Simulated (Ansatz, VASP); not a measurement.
Two plane-wave programs on Mo

Contents of INCAR:

```
SYSTEM = Mo
PREC = Accurate
ENCUT = 520
EDIFF = 1E-6
ISMEAR = 0
SIGMA = 0.1
LREAL = .FALSE.
LASPH = .TRUE.
NELM = 80
ALGO = Normal
ISIF = 2
LWAVE = .FALSE.
LCHARG = .TRUE.
LDIPOL = .TRUE.
IDIPOL = 3
DIPOL = 0.5 0.5 0.500
GGA = PE
LELF = .TRUE.
LVHAR = .TRUE.
LVACPOTAV = .TRUE.
NBANDS = 43
```

Contents of KPOINTS:

```
Automatic mesh
0
G
  13 8 1
  0 0 0
```

File POSCAR:

```
Mo
1.0
    2.7370225070      0.0000000000      0.0000000000
    0.0000000000      4.4695390378      0.0000000000
    0.0000000000      0.0000000000     20.1609791332
Mo
5
Direct
    0.3333333333      0.5000000000      0.3720057419
    0.6666666667      0.0000000000      0.4360028710
    0.0000000000      0.5000000000      0.5000000000
    0.3333333333      0.0000000000      0.5639971290
    0.6666666667      0.5000000000      0.6279942581
```

Input for Ansatz:

```yaml
crystal:
  lattice:
    - [2.737022507, 0.0, 0.0]
    - [0.0, 4.4695390378, 0.0]
    - [0.0, 0.0, 20.1609791332]
  atoms:
    - { symbol: Mo, position: [0.3333333333, 0.5, 0.3720057419] }
    - { symbol: Mo, position: [0.6666666667, 0.0, 0.436002871] }
    - { symbol: Mo, position: [0.0, 0.5, 0.5] }
    - { symbol: Mo, position: [0.3333333333, 0.0, 0.563997129] }
    - { symbol: Mo, position: [0.6666666667, 0.5, 0.6279942581] }
basis:
  ecutwfc: 420
kpoints:
  mp_grid: { grid: [13, 8, 1] }
hamiltonian:
  xc: pbe
scf:
  occupations: { method: gaussian, width: 0.1 }
output:
  forces: true
  stress: true
  eigenvalues: true
  write_density: true
  write_potential: true
  elf: true
  volumetric_format: npy
efield:
  axis: 3
  dipole_correction: true
```

Alike in both runs: task single point; functional PBE; k mesh 13 × 8 × 1; occupations gaussian, width 0.1 eV; no spin polarisation.

|  | VASP | Ansatz |
| --- | --- | --- |
| version | VASP 6.6.1 | Ansatz 0.2.0 |
| potentials or method | VASP PAW PBE potentials, release 64 (Mo_sv), cutoff 520 eV | scalar-relativistic, plane waves, PAW |
| valence electrons in the cell | 70 | 70 |

|  | VASP | Ansatz | Ansatz less VASP |
| --- | --- | --- | --- |
| gap on the k mesh at the Fermi level (eV) | none | none | - |
| rms of the force components (eV/Å) | 0.593 | 0.599 | +0.0061 |
| work function, face that differs most (eV) | 4.07 | 4.07 | +0.001 |

Atom by atom the forces differ by 0.010 eV/Å (rms over components). A gap of «none» marks a metal or a gap that the smearing closes. Ansatz's warnings: xc potential rough in thin density.
